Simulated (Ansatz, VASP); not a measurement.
**BN: VASP beside Ansatz**

```
B N
1.0
     0.00000    3.60018    2.23107
     1.28918    0.00000    2.23107
     1.28918    3.60018    0.00000
B N
1 1
Direct
  0.00005 0.00005 0.99995
  0.66665 0.66665 0.33335
```

Change from the starting cell: strain +0.030 along x and y, +0.030 along z, atoms carried along.

Alike in both runs: task single point; functional PBE; dispersion D3(BJ); k mesh 12 × 12 × 12; occupations gaussian, width 0.05 eV; no spin polarisation.

|  | VASP | Ansatz |
| --- | --- | --- |
| version | VASP 6.6.1 | Ansatz 0.2.0 |
| potentials or method | VASP PAW PBE potentials, release 64 (B, N), cutoff 520 eV | scalar-relativistic, plane waves, PAW |
| valence electrons in the cell | 8 | 8 |

```csv
,VASP,Ansatz,Ansatz less VASP
gap on the k mesh at the Fermi level (eV),3.78,3.78,+0.006
least direct gap on the mesh (eV),4.34,4.34,+0.002
pressure (GPa),-16.6,-16.7,-0.04
"traceless stress, the component that is largest in VASP (GPa)",15.36,15.53,+0.169
rms of the force components (eV/Å),0.003,0.003,0.0000
```

Atom by atom the forces differ by 0.000 eV/Å (rms over components).
